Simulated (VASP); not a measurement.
Here is a VASP 6.6.1 calculation.

Contents of INCAR:

```
SYSTEM = Sr
PREC = Accurate
ENCUT = 520
EDIFF = 1E-7
ISMEAR = 0
SIGMA = 0.03
LREAL = .False.
LASPH = .True.
NELM = 100
ALGO = Fast
ISIF = 2
LWAVE = .False.
LCHARG = .False.
GGA = PS
NBANDS = 11
```

KPOINTS

```
Automatic mesh
0
Gamma
  10 10 10
  0 0 0
```

File POSCAR:

```
Sr
1.0
    0.0114088125      3.0423500000      3.0423500000
    3.0423500000      0.0114088125      3.0423500000
    3.0537588125      3.0537588125      0.0000000000
Sr
1
Direct
    0.0000000000      0.0000000000      0.0000000000
```

Potentials or basis: VASP PAW PBE potentials, release 64 (Sr_sv).

Launch:

```sh
$ cat potpaw_PBE.64/Sr_sv/POTCAR > POTCAR
$ mpirun -np 1 vasp_std > vasp.out
```

(1) Predict the band gap on the k mesh.

(2) Predict the pressure.

Results:

(1) zero (band 5 reaches 1.48 eV, above the bottom of band 6 at 1.41 eV).

(2) -0.9 GPa.

Caveat: the cell differs from its parent crystal (strain +0.0075 x Voigt [0, 0, 0, 0, 0, 1]); the PAW data sets were made with another functional, which shifts forces and pressure a little.
